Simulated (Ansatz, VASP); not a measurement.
**Zr in VASP and in Ansatz**

The input INCAR:

```
ALGO     = Normal         # electronic algorithm
EDIFF    = 1E-8           # SCF threshold, eV
ENCUT    = 520            # plane-wave cutoff, eV
GGA      = PS             # functional
ISIF     = 2              # what is computed and relaxed
ISMEAR   = -1             # smearing method
LASPH    = T              # aspherical terms in the spheres
LCHARG   = F              # write CHGCAR
LEFG     = T            
LREAL    = F              # projectors in reciprocal space
LWAVE    = F              # write WAVECAR
NBANDS   = 19             # bands
NELM     = 80             # most SCF steps
PREC     = Accurate       # precision mode
SIGMA    = 0.08           # smearing width, eV
```

The input KPOINTS:

```
k-points
0
Gamma
  13 13 7
```

File POSCAR:

```
Zr
1.0
    3.2211887832      0.0000000000      0.0000000000
   -1.6105943915      2.7896313165      0.0000000000
    0.0000000000      0.0000000000      5.1297858246
Zr
2
Direct
    0.3333333333      0.6666666667      0.2500000000
    0.6666666667      0.3333333333      0.7500000000
```

Input for Ansatz:

```yaml
crystal:
  lattice:
    - [3.2211887832, 0.0, 0.0]
    - [-1.6105943915, 2.7896313165, 0.0]
    - [0.0, 0.0, 5.1297858246]
  atoms:
    - { symbol: Zr, position: [0.3333333333, 0.6666666667, 0.25] }
    - { symbol: Zr, position: [0.6666666667, 0.3333333333, 0.75] }
kpoints:
  mp_grid: { grid: [13, 13, 7] }
scf:
  occupations: { method: fermi_dirac, width: 0.08 }
hamiltonian:
  xc: pbesol
  pseudopotentials: { kind: paw }
output:
  forces: true
  stress: true
  eigenvalues: true
  efg: { contact_densities: true }
```

Change from the starting cell: volume scaled by 0.99, PAW files.

Alike in both runs: task electric field gradients; functional PBEsol; k mesh 13 × 13 × 7; occupations fermi-dirac, width 0.08 eV; no spin polarisation.

```csv
,VASP,Ansatz
version,VASP 6.6.1,Ansatz 0.2.0
potentials or method,"VASP PAW PBE potentials, release 64 (Zr_sv)","PAW with Ansatz's default frozen-core files, scalar-relativistic"
plane-wave cutoff (eV),520,420
valence electrons in the cell,24,24
```

|  | VASP | Ansatz | Ansatz less VASP |
| --- | --- | --- | --- |
| pressure (GPa) | -2.3 | -2.4 | -0.05 |
| traceless stress, the component that is largest in VASP (GPa) | 0.49 | 0.49 | 0.000 |
| size of Vzz on the site where it differs most (V/Å²) | 42.6 | 43.2 | +0.60 |

VASP's potentials were made for PBE, not for PBEsol. With one functional, cell and mesh, what is left measures potentials, basis and numerics.
